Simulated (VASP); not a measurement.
Input of a VASP 6.6.1 run:

INCAR

```
PREC = Accurate ; ENCUT = 520
EDIFF = 1E-6 ; ISMEAR = 0
SIGMA = 0.15 ; LREAL = F
LASPH = T ; NELM = 60
ALGO = Normal ; ISIF = 2
LWAVE = F ; LCHARG = T
GGA = PS ; LELF = T
LVHAR = T ; NBANDS = 9
```

Contents of KPOINTS:

```
regular mesh
0
Gamma
  18 18 10
```

File POSCAR:

```
Mg
1.0
    3.3376423938      0.0000000000      0.0000000000
   -1.6688211969      2.8904831018      0.0000000000
    0.0000000000      0.0000000000      5.6271564000
Mg
2
Direct
    0.3333333333      0.6666666667      0.2500000000
    0.6666666667      0.3333333333      0.7500000000
```

Potentials or basis: VASP PAW PBE potentials, release 64 (Mg).

Run with:

```bash
$ cat potpaw_PBE.64/Mg/POTCAR > POTCAR
$ mpirun -np 1 vasp_std > vasp.out
```

Problem. Predict the pressure.

Solution. -4.8 GPa.

Problem. Predict the band gap on the k mesh.

Solution. Zero (bands 2 and 3 overlap by 2.43 eV).

Stress tensor (GPa, compression positive):
```
-4.51  0.00  0.00
 0.00 -4.51  0.00
 0.00  0.00 -5.36
```

Caveat: the cell differs from its parent crystal (strain +0.040 along x and y, +0.080 along z); the cell stands under tension; the PAW data sets were made with another functional, which shifts forces and pressure a little.
